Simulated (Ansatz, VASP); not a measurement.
# Hg in VASP and in Ansatz

```
Hg
1.0
     0.00000    3.76528    3.76528
     3.76528    0.00000    3.76528
     3.76528    3.76528    0.00000
Hg
2
Cartesian
  0.9413 0.9413 0.9413
  6.5892 6.5892 6.5892
```

Alike in both runs: functional PBE; k mesh 9 × 9 × 9; occupations fermi-dirac, width 0.1 eV; no spin polarisation.

Ansatz relaxed the structure, and its values are those at the end. VASP's run is a single point on that final structure, the one shown.

|  | VASP | Ansatz |
| --- | --- | --- |
| version | VASP 6.6.1 | Ansatz 0.2.0 |
| potentials or method | VASP PAW PBE potentials, release 64 (Hg), cutoff 520 eV | plane waves (420 eV) with PAW, scalar-relativistic |
| valence electrons in the cell | 24 | 40 |

```tsv
	VASP	Ansatz	Ansatz less VASP
pressure (GPa)	0.1	0.0	-0.01
```

VASP's potentials hold 24 valence electrons a cell and Ansatz's 40, so a difference there can come from the potentials and not from the codes.

Spin-orbit coupling is off throughout.
